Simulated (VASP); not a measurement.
# GaN (P6_3mc) in VASP: a series of runs, part 2 of 2

VASP 6.6.1. Earlier steps stand in the parts before.

**4. Single point, PBE (strain +0.000 along x and y, -0.015 along z)**

INCAR reads:

```
SYSTEM = GaN
PREC = Accurate
ENCUT = 520
EDIFF = 1E-7
ISMEAR = 0
SIGMA = 0.05
LREAL = .False.
LASPH = .True.
NELM = 60
ALGO = Normal
ISIF = 2
LWAVE = .False.
LCHARG = .False.
GGA = PE
NBANDS = 26
```

KPOINTS reads:

```
Automatic mesh
0
Gamma
  12 12 6
  0 0 0
```

POSCAR reads:

```
GaN
1.0
    3.2184289119      0.0000000000      0.0000000000
   -1.6092144560      2.7872411979      0.0000000000
    0.0000000000      0.0000000000      5.1643849746
Ga N
2 2
Direct
    0.3333333333      0.6666666667      0.9991316867
    0.6666666667      0.3333333333      0.4991316867
    0.3333333333      0.6666666667      0.3758683133
    0.6666666667      0.3333333333      0.8758683133
```

Potentials or basis: VASP PAW PBE potentials, release 64 (Ga_d, N).

Command:

```bash
$ cat potpaw_PBE.64/Ga_d/POTCAR potpaw_PBE.64/N/POTCAR > POTCAR
$ mpirun -np 1 vasp_std > vasp.out
```

OUTCAR:

```text
SYSTEM = GaN
   PREC = Accurate
   ENCUT = 520
   EDIFF = 1E-7
   ISMEAR = 0
   LREAL = .False.
   LASPH = .True.
   NELM = 60
   ISIF = 2
   GGA = PE

 ion  position               nearest neighbor table
   1  0.333  0.667  0.999-   3 1.95   4 1.96   4 1.96   4 1.96
   2  0.667  0.333  0.499-   4 1.95   3 1.96   3 1.96   3 1.96
   3  0.333  0.667  0.376-   1 1.95   2 1.96   2 1.96   2 1.96
   4  0.667  0.333  0.876-   2 1.95   1 1.96   1 1.96   1 1.96

  LATTYP: Found a hexagonal cell.
 ALAT       =     3.2184289119
 C/A-ratio  =     1.6046291890

  Lattice vectors:

 A1 = (   3.2184289119,   0.0000000000,   0.0000000000)
 A2 = (  -1.6092144560,   2.7872411979,   0.0000000000)
 A3 = (   0.0000000000,   0.0000000000,   5.1643849746)

Analysis of symmetry for initial positions (statically):
=====================================================================
 Subroutine PRICEL returns:
 Original cell was already a primitive cell.

 Routine SETGRP: Setting up the symmetry group for a
 hexagonal supercell.

 Subroutine GETGRP returns: Found 12 space group operations
 (whereof  6 operations were pure point group operations)
 out of a pool of 24 trial point group operations.

The static configuration has the point symmetry C_3v.
 The point group associated with its full space group is C_6v.

Analysis of symmetry for dynamics (positions and initial velocities):
=====================================================================
 Subroutine PRICEL returns:
 Original cell was already a primitive cell.

 Routine SETGRP: Setting up the symmetry group for a
 hexagonal supercell.

 Subroutine GETGRP returns: Found 12 space group operations
 (whereof  6 operations were pure point group operations)
 out of a pool of 24 trial point group operations.

The dynamic configuration has the point symmetry C_3v.
[... 116 lines left out ...]
   NUPDOWN=      -1.0000    fix difference up-down
   EMIN   =  10.00;   EMAX   =-10.00  energy-range for DOS
   EFERMI =   0.00;   METHOD = LEGACY
   ISMEAR =     0;   SIGMA  =   0.05  broadening in eV -4-tet -1-fermi 0-gaus
   EFERMI_NEDOS =   21; number of points for ismear=-14 and -15
   IALGO  =     38    algorithm
   IMIX   =      4    mixing-type and parameters
     AMIX     =   0.40;   BMIX     =  1.00
     AMIX_MAG =   1.60;   BMIX_MAG =  1.00
  volume/ion in A,a.u.               =      11.58        78.16
  Fermi-wavevector in a.u.,A,eV,Ry     =   1.505093  2.844213 30.821340  2.265305
  Thomas-Fermi vector in A             =   2.615987
   LORBIT       =      0    0 simple, 1 ext, 2 COOP (PROOUT), +10 PAW based schemes
   GGA     = PE    functional components
   LHFCALC =     F    Hartree Fock is set to
   AEXX    =    0.0000 exact exchange contribution
   IVDW    =     0    specifies the selected vdW correction
   LEPSILON=     F    determine dielectric tensor
   LRPA    =     F    only Hartree local field effects (RPA)
 non-spin polarized calculation
 Gauss-broadening in eV      SIGMA  =   0.05
  energy-cutoff  :      520.00
  volume of cell :       46.33
 maximum number of plane-waves:      1272
 NGX is ok and might be reduce to    24
   NGX = 11   NGY = 11   NGZ = 19

 number of electron      35.9999971 magnetization

 Free energy of the ion-electron system (eV)
  ---------------------------------------------------
  ext. energy  EPLUGINS =         0.00000000
  ---------------------------------------------------
  free energy    TOTEN  =       -24.31309496 eV

  energy without entropy =      -24.31309496  energy(sigma->0) =      -24.31309496

 E-fermi :   5.4229     XC(G=0): -11.5942

 val. band max:        5.1605834252   @ k =   0.0000   0.0000   0.0000
 cond. band min:       7.0039454181   @ k =   0.0000   0.0000   0.0000
 fundamental gap:      1.8433619929
 Fermi energy:         5.4229160722

 k-point     1 :       0.0000    0.0000    0.0000
  band No.  band energies     occupation
      1     -10.6933      2.00000
      2      -9.8075      2.00000
      3      -8.2589      2.00000
      4      -8.2415      2.00000
      5      -8.2415      2.00000
      6      -8.1800      2.00000
[... 685 lines left out ...]
     25      16.4359      0.00000
     26      18.2048      0.00000

 [... further k-points ...]
[... 5 lines left out ...]
  --------------------------------------------------------------------------------------
  -------------------------------------------------------------------------------------
  Total        0.2764519      0.2764519      1.8975264     -0.0000000      0.0000000      0.0000000
  in kB        9.5607744      9.5607744     65.6237921     -0.0000000      0.0000000      0.0000000
  external PRESSURE =      28.2484469 kB  Pullay stress =       0.0000000 kB

 VOLUME and BASIS-vectors are now :
 -----------------------------------------------------------------------------
  energy-cutoff  :      520.00
  volume of cell :       46.33
      direct lattice vectors                 reciprocal lattice vectors
     3.218428912  0.000000000  0.000000000     0.310710607  0.179388852  0.000000000
    -1.609214456  2.787241198  0.000000000     0.000000000  0.358777705  0.000000000
     0.000000000  0.000000000  5.164384975     0.000000000  0.000000000  0.193633899

 POSITION                                       TOTAL-FORCE (eV/Angst)
 -----------------------------------------------------------------------------------
     -0.00000      1.85816      5.15990         0.000000     -0.000000     -0.149739
      1.60921      0.92908      2.57771        -0.000000      0.000000     -0.149739
     -0.00000      1.85816      1.94113        -0.000000      0.000000      0.149739
      1.60921      0.92908      4.52332         0.000000      0.000000      0.149739
 -----------------------------------------------------------------------------------
    total drift:                               -0.000001     -0.000001     -0.001456

  FREE ENERGIE OF THE ION-ELECTRON SYSTEM (eV)
  ---------------------------------------------------
  free  energy   TOTEN  =       -24.3130949556 eV

  energy  without entropy=      -24.3130949556  energy(sigma->0) =      -24.31309496
```

OSZICAR:

```text
N       E                     dE             d eps       ncg     rms          rms(c)
DAV:   1     0.283255044445E+03    0.28326E+03   -0.17554E+04  4304   0.257E+03
DAV:   2     0.912486842440E+01   -0.27413E+03   -0.25834E+03  4280   0.496E+02
DAV:   3    -0.270495803674E+02   -0.36174E+02   -0.35669E+02  4766   0.144E+02
DAV:   4    -0.282647933841E+02   -0.12152E+01   -0.12104E+01  4704   0.285E+01
DAV:   5    -0.282903541294E+02   -0.25561E-01   -0.25537E-01  4814   0.396E+00    0.109E+01
DAV:   6    -0.242381007181E+02    0.40523E+01   -0.10002E+01  6542   0.485E+01    0.307E+00
DAV:   7    -0.243312301711E+02   -0.93129E-01   -0.13698E+00  4198   0.900E+00    0.269E+00
DAV:   8    -0.243262185987E+02    0.50116E-02   -0.14652E-01  6470   0.483E+00    0.807E-01
DAV:   9    -0.243125913304E+02    0.13627E-01   -0.43591E-02  6354   0.350E+00    0.357E-01
DAV:  10    -0.243130979624E+02   -0.50663E-03   -0.49085E-03  4196   0.423E-01    0.744E-02
DAV:  11    -0.243130968368E+02    0.11256E-05   -0.21267E-04  6810   0.264E-01    0.433E-02
DAV:  12    -0.243130933699E+02    0.34669E-05   -0.35710E-05  5012   0.515E-02    0.116E-02
DAV:  13    -0.243130946338E+02   -0.12639E-05   -0.11514E-05  6154   0.423E-02    0.158E-02
DAV:  14    -0.243130949316E+02   -0.29776E-06   -0.22039E-06  4136   0.111E-02    0.479E-03
DAV:  15    -0.243130949556E+02   -0.23983E-07   -0.21725E-07  3722   0.310E-03
   1 F= -.24313095E+02 E0= -.24313095E+02  d E =-.558638E-16
```

stdout:

```text
POSCAR found type information on POSCAR GaN
 POSCAR found :  2 types and       4 ions
 scaLAPACK will be used
 LDA part: xc-table for (Slater+PW92), standard interpolation
 POSCAR, INCAR and KPOINTS ok, starting setup
 FFT: planning ... GRIDC
 FFT: planning ... GRID_SOFT
 FFT: planning ... GRID
 WAVECAR not read
 entering main loop
```

It took 77 s on 1 thread of Intel Xeon Platinum 8375C at 2.90GHz (Ice Lake), shared host; peak memory 0.21 GiB.

Results:

| Property | Result |
| --- | --- |
| Free energy | -24.3131 eV |
| Pressure | 2.8 GPa |
| Largest force | 0.150 eV/Å |
| Band gap on the k mesh | 1.84 eV |

Forces in eV/Å, atoms in the order of the input:
```
Ga   0.000  0.000 -0.150
Ga   0.000  0.000 -0.150
N    0.000  0.000  0.150
N    0.000  0.000  0.150
```

Caveat: the cell differs from its parent crystal (strain +0.000 along x and y, -0.015 along z).

**5. Single point, PBE (strain -0.015 along x and y, +0.015 along z)**

INCAR reads:

```
SYSTEM = GaN
ALGO     = Normal         ! electronic algorithm
EDIFF    = 1E-6           ! SCF threshold, eV
ENCUT    = 520            ! plane-wave cutoff, eV
GGA      = PE             ! functional
ISIF     = 2              ! what is computed and relaxed
ISMEAR   = 0              ! smearing method
LASPH    = .True.         ! aspherical terms in the spheres
LCHARG   = .False.        ! write CHGCAR
LREAL    = .False.        ! projectors in reciprocal space
LWAVE    = .False.        ! write WAVECAR
NBANDS   = 26             ! bands
NELM     = 80             ! most SCF steps
PREC     = Accurate       ! precision mode
SIGMA    = 0.05           ! smearing width, eV
```

KPOINTS reads:

```
k-points
0
Gamma
  12 12 6
  0 0 0
```

POSCAR reads:

```
GaN
1.0
    3.1701524782      0.0000000000      0.0000000000
   -1.5850762391      2.7454325800      0.0000000000
    0.0000000000      0.0000000000      5.3216758876
Ga N
2 2
Direct
    0.3333333333      0.6666666667      0.9991316867
    0.6666666667      0.3333333333      0.4991316867
    0.3333333333      0.6666666667      0.3758683133
    0.6666666667      0.3333333333      0.8758683133
```

Command:

```bash
$ cat potpaw_PBE.64/Ga_d/POTCAR potpaw_PBE.64/N/POTCAR > POTCAR
$ mpirun -np 1 vasp_std > vasp.out
```

Run time: 66 s. Hardware: 1 thread of Intel Xeon Platinum 8375C at 2.90GHz (Ice Lake), shared host; peak memory 0.21 GiB.

Results (log left out):

- Free energy: -24.2903 eV
- Pressure: 3.1 GPa
- Largest force: 0.247 eV/Å
- Band gap on the k mesh: 1.73 eV

Forces on the atoms (eV/Å):
```
Ga   0.000  0.000  0.247
Ga   0.000  0.000  0.247
N    0.000  0.000 -0.247
N    0.000  0.000 -0.247
```

Stress tensor (GPa, compression positive):
```
 6.66  0.00  0.00
 0.00  6.66  0.00
 0.00  0.00 -3.99
```

Levels at points of the mesh, in eV from the valence-band top:
| k point | band 15 | band 16 | band 17 | band 18 | band 19 | band 20 | band 21 | band 22 |
| --- | --- | --- | --- | --- | --- | --- | --- | --- |
| (0.00, 0.00, 0.00) | -0.91 | -0.14 | 0.00 | 0.00 | 1.73 | 4.41 | 8.86 | 10.05 |
| (0.50, 0.00, 0.00) | -4.12 | -2.61 | -2.17 | -1.05 | 5.19 | 5.42 | 5.77 | 8.31 |
| (0.00, 0.00, 0.50) | -0.47 | -0.47 | -0.47 | -0.47 | 4.22 | 4.22 | 8.21 | 8.21 |
| (0.50, 0.00, 0.50) | -1.98 | -1.98 | -1.89 | -1.89 | 4.25 | 4.25 | 7.58 | 7.58 |

Caveat: the cell differs from its parent crystal (strain -0.015 along x and y, +0.015 along z); the cell stands under pressure.

**6. Single point, PBE (strain -0.015 along x and y, +0.030 along z)**

Changes to INCAR since step 5:

```diff
@@ -8,4 +8,6 @@
 LASPH    = .True.         ! aspherical terms in the spheres
-LCHARG   = .False.        ! write CHGCAR
+LCHARG   = .True.         ! write CHGCAR
+LELF     = .True.         ! ELF
 LREAL    = .False.        ! projectors in reciprocal space
+LVHAR    = .True.       
 LWAVE    = .False.        ! write WAVECAR
```

KPOINTS is that of step 5.

Changes to POSCAR since step 5:

```diff
@@ -4,3 +4,3 @@
    -1.5850762391      2.7454325800      0.0000000000
-    0.0000000000      0.0000000000      5.3216758876
+    0.0000000000      0.0000000000      5.4003213440
 Ga N
```

Potentials or basis: VASP PAW PBE potentials, release 64 (Ga_d, N).

Command:

```bash
$ cat potpaw_PBE.64/Ga_d/POTCAR potpaw_PBE.64/N/POTCAR > POTCAR
$ mpirun -np 1 vasp_std > vasp.out
```

It took 78 s on 1 thread of Intel Xeon Platinum 8375C at 2.90GHz (Ice Lake), shared host; peak memory 0.21 GiB.

Results (log left out):

| Item | Value |
| --- | --- |
| Free energy | -24.2621 eV |
| Pressure | 0.8 GPa |
| Largest force | 0.303 eV/Å |
| Band gap on the k mesh | 1.57 eV |

Forces on the atoms (eV/Å):
```
Ga   0.000  0.000  0.303
Ga   0.000  0.000  0.303
N    0.000  0.000 -0.303
N    0.000  0.000 -0.303
```

Stress tensor (GPa, compression positive):
```
 5.74  0.00  0.00
 0.00  5.74  0.00
 0.00  0.00 -9.18
```

Levels at points of the mesh, in eV from the valence-band top:
```
           k point  band 15  band 16  band 17  band 18  band 19  band 20  band 21  band 22
(0.00, 0.00, 0.00)    -0.85    -0.20     0.00     0.00     1.57     4.42     8.65     9.78
(0.50, 0.00, 0.00)    -4.05    -2.52    -2.13    -1.06     5.22     5.29     5.62     8.08
(0.00, 0.00, 0.50)    -0.44    -0.44    -0.44    -0.44     4.14     4.14     8.06     8.06
(0.50, 0.00, 0.50)    -2.01    -2.01    -1.85    -1.85     4.15     4.15     7.45     7.45
```

Caveat: the cell differs from its parent crystal (strain -0.015 along x and y, +0.030 along z).

**7. Summary**

```tsv
cell	gap on the mesh (eV)	pressure (GPa)	largest force (eV/Å)
a = 3.218, b = 3.218, c = 5.086 Å, angles 90.0, 90.0, 120.0°, 4 atoms	1.93	5.9	0.35
a = 3.170, b = 3.170, c = 5.243 Å, angles 90.0, 90.0, 120.0°, 4 atoms	1.88	5.7	0.15
a = 3.218, b = 3.218, c = 5.164 Å, angles 90.0, 90.0, 120.0°, 4 atoms	1.84	2.8	0.15
a = 3.170, b = 3.170, c = 5.322 Å, angles 90.0, 90.0, 120.0°, 4 atoms	1.73	3.1	0.25
a = 3.170, b = 3.170, c = 5.400 Å, angles 90.0, 90.0, 120.0°, 4 atoms	1.57	0.8	0.30
```

Alike in all rows: task single point; level PBE; potentials or basis VASP PAW PBE potentials, release 64 (Ga_d, N); no spin polarisation; k mesh 12 × 12 × 6; cutoff (eV) 520; smearing gaussian 0.05 eV.

Caveats: the cell stands under pressure (at least some runs).

Total energies depend on the potentials used, so only differences within one code and one set of settings carry meaning.
